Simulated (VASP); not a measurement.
# BAs (k07) (F-43m) in VASP: further runs

BAs (k07) is run at these levels: PBEsol; tasks: single point.

Everything below comes from runs of VASP 6.6.1. Logs are shortened: lines on timing, memory, paths and dates and some standing lists are left out, and cuts for length are marked.

**1. The cell of the first run**

The structure is cubic, space group F-43m (No. 216). The conventional cell has a = 4.777 Å, b = 4.777 Å, c = 4.777 Å, α = 90.00°, β = 90.00°, γ = 90.00°. Within 2.7 Å of B (site symmetry -43m) lie 4 As at 2.07 Å. Within 2.7 Å of As (site symmetry -43m) lie 4 B at 2.07 Å.

**2. Single point, PBEsol**

Input file INCAR:

```
  PREC = Accurate
  ENCUT = 520
  EDIFF = 1E-7
  ISMEAR = 0
  SIGMA = 0.1
  LREAL = F
  LASPH = T
  NELM = 60
  ALGO = Normal
  ISIF = 2
  LWAVE = F
  LCHARG = T
  GGA = PS
  LELF = T
  LVHAR = T
  NBANDS = 11
```

Input file KPOINTS:

```
Automatic mesh
0
Gamma
  6 6 6
```

Input file POSCAR:

```
BAs
1.0
    0.0000000000      2.3885000000      2.3885000000
    2.3885000000      0.0000000000      2.3885000000
    2.3885000000      2.3885000000      0.0000000000
B As
1 1
Direct
    0.0000000000      0.0000000000      0.0000000000
    0.2500000000      0.2500000000      0.2500000000
```

Potentials or basis: VASP PAW PBE potentials, release 64 (B, As).

Started as:

```
cat potpaw_PBE.64/B/POTCAR potpaw_PBE.64/As/POTCAR > POTCAR
mpirun -np 1 vasp_std > vasp.out
```

OUTCAR:

```text
PREC = Accurate
   ENCUT = 520
   EDIFF = 1E-7
   ISMEAR = 0
   LREAL = F
   LASPH = T
   NELM = 60
   ISIF = 2
   GGA = PS

 ion  position               nearest neighbor table
   1  0.000  0.000  0.000-   2 2.07   2 2.07   2 2.07   2 2.07
   2  0.250  0.250  0.250-   1 2.07   1 2.07   1 2.07   1 2.07

  LATTYP: Found a face centered cubic cell.
 ALAT       =     4.7770000000

  Lattice vectors:

 A1 = (   0.0000000000,   2.3885000000,   2.3885000000)
 A2 = (   2.3885000000,   0.0000000000,   2.3885000000)
 A3 = (   2.3885000000,   2.3885000000,   0.0000000000)

Analysis of symmetry for initial positions (statically):
=====================================================================
 Subroutine PRICEL returns:
 Original cell was already a primitive cell.

 Routine SETGRP: Setting up the symmetry group for a
 face centered cubic supercell.

 Subroutine GETGRP returns: Found 24 space group operations
 (whereof 24 operations were pure point group operations)
 out of a pool of 48 trial point group operations.

The static configuration has the point symmetry T_d .

Analysis of symmetry for dynamics (positions and initial velocities):
=====================================================================
 Subroutine PRICEL returns:
 Original cell was already a primitive cell.

 Routine SETGRP: Setting up the symmetry group for a
 face centered cubic supercell.

 Subroutine GETGRP returns: Found 24 space group operations
 (whereof 24 operations were pure point group operations)
 out of a pool of 48 trial point group operations.

The dynamic configuration has the point symmetry T_d .

 Subroutine INISYM returns: Found 24 space group operations
 (whereof 24 operations are pure point group operations),
 and found     1 'primitive' translations

----------------------------------------------------------------------------------------

                                     Primitive cell

  volume of cell :      27.2525

  direct lattice vectors                    reciprocal lattice vectors
     0.000000000  2.388500000  2.388500000    -0.209336404  0.209336404  0.209336404
     2.388500000  0.000000000  2.388500000     0.209336404 -0.209336404  0.209336404
     2.388500000  2.388500000  0.000000000     0.209336404  0.209336404 -0.209336404

  length of vectors
     3.377849094  3.377849094  3.377849094     0.362581287  0.362581287  0.362581287

  position of ions in fractional coordinates (direct lattice)
     0.000000000  0.000000000  0.000000000
     0.250000000  0.250000000  0.250000000

  ion indices of the primitive-cell ions
   primitive index   ion index
                 1           1
                 2           2
[... 74 lines left out ...]
   NELECT =       8.0000    total number of electrons
   NUPDOWN=      -1.0000    fix difference up-down
   EMIN   =  10.00;   EMAX   =-10.00  energy-range for DOS
   EFERMI =   0.00;   METHOD = LEGACY
   ISMEAR =     0;   SIGMA  =   0.10  broadening in eV -4-tet -1-fermi 0-gaus
   EFERMI_NEDOS =   21; number of points for ismear=-14 and -15
   IALGO  =     38    algorithm
   IMIX   =      4    mixing-type and parameters
     AMIX     =   0.40;   BMIX     =  1.00
     AMIX_MAG =   1.60;   BMIX_MAG =  1.00
  volume/ion in A,a.u.               =      13.63        91.95
  Fermi-wavevector in a.u.,A,eV,Ry     =   1.088018  2.056057 16.106360  1.183784
  Thomas-Fermi vector in A             =   2.224191
   LORBIT       =      0    0 simple, 1 ext, 2 COOP (PROOUT), +10 PAW based schemes
   GGA     = PS    functional components
   LHFCALC =     F    Hartree Fock is set to
   AEXX    =    0.0000 exact exchange contribution
   IVDW    =     0    specifies the selected vdW correction
   LEPSILON=     F    determine dielectric tensor
   LRPA    =     F    only Hartree local field effects (RPA)
 non-spin polarized calculation
 Gauss-broadening in eV      SIGMA  =   0.10
  energy-cutoff  :      520.00
  volume of cell :       27.25
 maximum number of plane-waves:       754
 NGX is ok and might be reduce to    28
   NGX = 13   NGY = 13   NGZ = 13

 number of electron       8.0000000 magnetization

 Free energy of the ion-electron system (eV)
  ---------------------------------------------------
  ext. energy  EPLUGINS =         0.00000000
  ---------------------------------------------------
  free energy    TOTEN  =       -12.18423514 eV

  energy without entropy =      -12.18423514  energy(sigma->0) =      -12.18423514

 E-fermi :   6.4710     XC(G=0): -10.7284

 val. band max:        6.0503644086   @ k =   0.0000   0.0000   0.0000
 cond. band min:       7.2303219274   @ k =   0.3333   0.3333   0.0000
 fundamental gap:      1.1799575188
 Fermi energy:         6.4709576719

 k-point     1 :       0.0000    0.0000    0.0000
  band No.  band energies     occupation
      1      -9.3888      2.00000
      2       6.0504      2.00000
      3       6.0504      2.00000
      4       6.0504      2.00000
      5       9.2874      0.00000
      6       9.2874      0.00000
      7       9.2874      0.00000
      8      10.7322      0.00000
      9      15.3940      0.00000
     10      18.9769      0.00000
     11      18.9769      0.00000
[... 197 lines left out ...]
 k-point    16 :      -0.3333    0.5000    0.1667
  band No.  band energies     occupation
      1      -5.0719      2.00000
      2      -2.1502      2.00000
      3       0.8439      2.00000
      4       1.0380      2.00000
      5       9.7459      0.00000
      6       9.9440      0.00000
      7      14.6604      0.00000
      8      14.8672      0.00000
      9      18.3056      0.00000
     10      21.6333      0.00000
     11      21.8041      0.00000

------------------------ aborting loop because EDIFF is reached ----------------------------------------

  FORCE on cell =-STRESS in cart. coord.  units (eV):
  Direction    XX          YY          ZZ          XY          YZ          ZX
  --------------------------------------------------------------------------------------
  -------------------------------------------------------------------------------------
  Total        0.0164950      0.0164950      0.0164950      0.0000000     -0.0000000     -0.0000000
  in kB        0.9697464      0.9697464      0.9697464      0.0000000     -0.0000000     -0.0000000
  external PRESSURE =       0.9697464 kB  Pullay stress =       0.0000000 kB

 VOLUME and BASIS-vectors are now :
 -----------------------------------------------------------------------------
  energy-cutoff  :      520.00
  volume of cell :       27.25
      direct lattice vectors                 reciprocal lattice vectors
     0.000000000  2.388500000  2.388500000    -0.209336404  0.209336404  0.209336404
     2.388500000  0.000000000  2.388500000     0.209336404 -0.209336404  0.209336404
     2.388500000  2.388500000  0.000000000     0.209336404  0.209336404 -0.209336404

 POSITION                                       TOTAL-FORCE (eV/Angst)
 -----------------------------------------------------------------------------------
      0.00000      0.00000      0.00000        -0.000000     -0.000000     -0.000000
      1.19425      1.19425      1.19425         0.000000      0.000000      0.000000
 -----------------------------------------------------------------------------------
    total drift:                               -0.000000     -0.000000     -0.000000

  FREE ENERGIE OF THE ION-ELECTRON SYSTEM (eV)
  ---------------------------------------------------
  free  energy   TOTEN  =       -12.1842351412 eV

  energy  without entropy=      -12.1842351412  energy(sigma->0) =      -12.18423514
```

stdout:

```text
POSCAR found type information on POSCAR B As
 POSCAR found :  2 types and       2 ions
 scaLAPACK will be used
 -----------------------------------------------------------------------------
|                                                                             |
|                                                                             |
|     You enforced a specific xc type in the INCAR file but a different       |
|     I HOPE YOU KNOW WHAT YOU ARE DOING!                                     |
|                                                                             |
 -----------------------------------------------------------------------------

 LDA part: xc-table for (Slater+PW92), standard interpolation
 POSCAR, INCAR and KPOINTS ok, starting setup
 FFT: planning ... GRIDC
 FFT: planning ... GRID_SOFT
 FFT: planning ... GRID
 WAVECAR not read
 entering main loop
```

Run time: 6.3 s. Hardware: 1 thread of AMD EPYC 7R13 (Zen 3), shared host; peak memory 0.12 GiB.

Results:

| Property | Result |
| --- | --- |
| Free energy | -12.1842 eV |
| Pressure | 0.1 GPa |
| Band gap on the k mesh | 1.18 eV, indirect (least direct gap 3.24 eV) |

Levels at points of the mesh, in eV from the valence-band top:
```tsv
k point	band 1	band 2	band 3	band 4	band 5	band 6	band 7	band 8
(0.00, 0.00, 0.00)	-15.44	0.00	0.00	0.00	3.24	3.24	3.24	4.68
(0.50, 0.00, 0.00)	-12.55	-8.84	-1.83	-1.83	2.65	4.72	4.72	8.70
(0.50, 0.50, 0.00)	-11.24	-8.53	-4.11	-4.11	1.31	1.33	11.34	11.34
```

Caveat: the PAW data sets were made with another functional, which shifts forces and pressure a little. A k mesh can miss the band edges.

**3. Single point, PBEsol**

This run uses another cell than the first one, of 13.55 Å³/atom, 0.994 times its volume.

Input file INCAR:

```
PREC = Accurate
ENCUT = 520
EDIFF = 1E-6
ISMEAR = 0
SIGMA = 0.02
LREAL = F
LASPH = T
NELM = 100
ALGO = Normal
ISIF = 2
LWAVE = F
LCHARG = F
GGA = PS
NBANDS = 11
```

Input file KPOINTS:

```
Automatic mesh
0
Gamma
  12 12 12
```

Input file POSCAR:

```
BAs
1.0
    0.0000000000      2.3838742421      2.3838742421
    2.3838742421      0.0000000000      2.3838742421
    2.3838742421      2.3838742421      0.0000000000
B As
1 1
Direct
    0.0000000000      0.0000000000      0.0000000000
    0.2500000000      0.2500000000      0.2500000000
```

Potentials or basis: VASP PAW PBE potentials, release 64 (B, As).

Started as:

```
cat potpaw_PBE.64/B/POTCAR potpaw_PBE.64/As/POTCAR > POTCAR
mpirun -np 1 vasp_std > vasp.out
```

OUTCAR:

```text
PREC = Accurate
   ENCUT = 520
   EDIFF = 1E-6
   ISMEAR = 0
   LREAL = F
   LASPH = T
   NELM = 100
   ISIF = 2
   GGA = PS

 ion  position               nearest neighbor table
   1  0.000  0.000  0.000-   2 2.06   2 2.06   2 2.06   2 2.06
   2  0.250  0.250  0.250-   1 2.06   1 2.06   1 2.06   1 2.06

  LATTYP: Found a face centered cubic cell.
 ALAT       =     4.7677484842

  Lattice vectors:

 A1 = (   0.0000000000,   2.3838742421,   2.3838742421)
 A2 = (   2.3838742421,   0.0000000000,   2.3838742421)
 A3 = (   2.3838742421,   2.3838742421,   0.0000000000)

Analysis of symmetry for initial positions (statically):
=====================================================================
 Subroutine PRICEL returns:
 Original cell was already a primitive cell.

 Routine SETGRP: Setting up the symmetry group for a
 face centered cubic supercell.

 Subroutine GETGRP returns: Found 24 space group operations
 (whereof 24 operations were pure point group operations)
 out of a pool of 48 trial point group operations.

The static configuration has the point symmetry T_d .

Analysis of symmetry for dynamics (positions and initial velocities):
[... 166 lines left out ...]

 k-point     1 :       0.0000    0.0000    0.0000
  band No.  band energies     occupation
      1      -9.3822      2.00000
      2       6.1081      2.00000
      3       6.1081      2.00000
      4       6.1081      2.00000
      5       9.3553      0.00000
      6       9.3553      0.00000
      7       9.3553      0.00000
      8      10.8638      0.00000
      9      15.4833      0.00000
     10      19.0629      0.00000
     11      19.0629      0.00000
[... 309 lines left out ...]
 k-point    24 :      -0.4167    0.1667    0.0000
  band No.  band energies     occupation
      1      -6.1781      2.00000
      2      -2.3645      2.00000
      3       2.1078      2.00000
      4       3.7381      2.00000
      5       9.2864      0.00000
      6      11.6182      0.00000
      7      12.1208      0.00000
      8      15.2923      0.00000
      9      17.5711      0.00000
     10      18.9646      0.00000
     11      20.4946      0.00000

 [... further k-points ...]
[... 5 lines left out ...]
  --------------------------------------------------------------------------------------
  -------------------------------------------------------------------------------------
  Total        0.1502026      0.1502026      0.1502026     -0.0000000     -0.0000000      0.0000000
  in kB        8.8819445      8.8819445      8.8819445     -0.0000000     -0.0000000      0.0000000
  external PRESSURE =       8.8819445 kB  Pullay stress =       0.0000000 kB

 VOLUME and BASIS-vectors are now :
 -----------------------------------------------------------------------------
  energy-cutoff  :      520.00
  volume of cell :       27.09
      direct lattice vectors                 reciprocal lattice vectors
     0.000000000  2.383874242  2.383874242    -0.209742608  0.209742608  0.209742608
     2.383874242  0.000000000  2.383874242     0.209742608 -0.209742608  0.209742608
     2.383874242  2.383874242  0.000000000     0.209742608  0.209742608 -0.209742608

 POSITION                                       TOTAL-FORCE (eV/Angst)
 -----------------------------------------------------------------------------------
      0.00000      0.00000      0.00000         0.000000      0.000000      0.000000
      1.19194      1.19194      1.19194        -0.000000     -0.000000     -0.000000
 -----------------------------------------------------------------------------------
    total drift:                               -0.000000     -0.000000     -0.000000

  FREE ENERGIE OF THE ION-ELECTRON SYSTEM (eV)
  ---------------------------------------------------
  free  energy   TOTEN  =       -12.2037279708 eV

  energy  without entropy=      -12.2037279708  energy(sigma->0) =      -12.20372797
```

OSZICAR:

```text
N       E                     dE             d eps       ncg     rms          rms(c)
DAV:   1     0.121688598490E+02    0.12169E+02   -0.38391E+03  1584   0.645E+02
DAV:   2    -0.121164785472E+02   -0.24285E+02   -0.23353E+02  2142   0.106E+02
DAV:   3    -0.128205109705E+02   -0.70403E+00   -0.70222E+00  1966   0.167E+01
DAV:   4    -0.128223316282E+02   -0.18207E-02   -0.18206E-02  1780   0.961E-01
DAV:   5    -0.128223343083E+02   -0.26801E-05   -0.26801E-05  1916   0.394E-02    0.487E+00
DAV:   6    -0.122827752522E+02    0.53956E+00   -0.13632E+00  1707   0.469E+00    0.241E+00
DAV:   7    -0.122127619684E+02    0.70013E-01   -0.18836E-01  1851   0.209E+00    0.932E-01
DAV:   8    -0.122035409809E+02    0.92210E-02   -0.18563E-02  1782   0.745E-01    0.923E-02
DAV:   9    -0.122036728742E+02   -0.13189E-03   -0.68311E-04  1809   0.156E-01    0.518E-02
DAV:  10    -0.122037254295E+02   -0.52555E-04   -0.84876E-05  1689   0.540E-02    0.946E-03
DAV:  11    -0.122037280743E+02   -0.26449E-05   -0.18481E-06  1937   0.982E-03    0.910E-03
DAV:  12    -0.122037279708E+02    0.10353E-06   -0.97912E-07  1087   0.497E-03
   1 F= -.12203728E+02 E0= -.12203728E+02  d E =-.776785E-38
```

stdout:

```text
POSCAR found type information on POSCAR B As
 POSCAR found :  2 types and       2 ions
 scaLAPACK will be used
 -----------------------------------------------------------------------------
|                                                                             |
|                                                                             |
|     You enforced a specific xc type in the INCAR file but a different       |
|     I HOPE YOU KNOW WHAT YOU ARE DOING!                                     |
|                                                                             |
 -----------------------------------------------------------------------------

 LDA part: xc-table for (Slater+PW92), standard interpolation
 POSCAR, INCAR and KPOINTS ok, starting setup
 FFT: planning ... GRIDC
 FFT: planning ... GRID_SOFT
 FFT: planning ... GRID
 WAVECAR not read
 entering main loop
```

It took 19 s on 1 thread of AMD EPYC 7R13 (Zen 3), shared host; peak memory 0.14 GiB.

What came out:

```
Free energy            : -12.2037 eV
Pressure               : 0.9 GPa
Band gap on the k mesh : 1.08 eV, indirect (least direct gap 3.25 eV)
```

Levels at points of the mesh, in eV from the valence-band top:
| k point | band 1 | band 2 | band 3 | band 4 | band 5 | band 6 | band 7 | band 8 |
| --- | --- | --- | --- | --- | --- | --- | --- | --- |
| (0.00, 0.00, 0.00) | -15.49 | 0.00 | 0.00 | 0.00 | 3.25 | 3.25 | 3.25 | 4.76 |
| (0.50, 0.00, 0.00) | -12.58 | -8.88 | -1.84 | -1.84 | 2.69 | 4.73 | 4.73 | 8.72 |
| (0.50, 0.50, 0.00) | -11.27 | -8.57 | -4.13 | -4.13 | 1.31 | 1.33 | 11.40 | 11.40 |

Caveat: the PAW data sets were made with another functional, which shifts forces and pressure a little. A k mesh can miss the band edges.
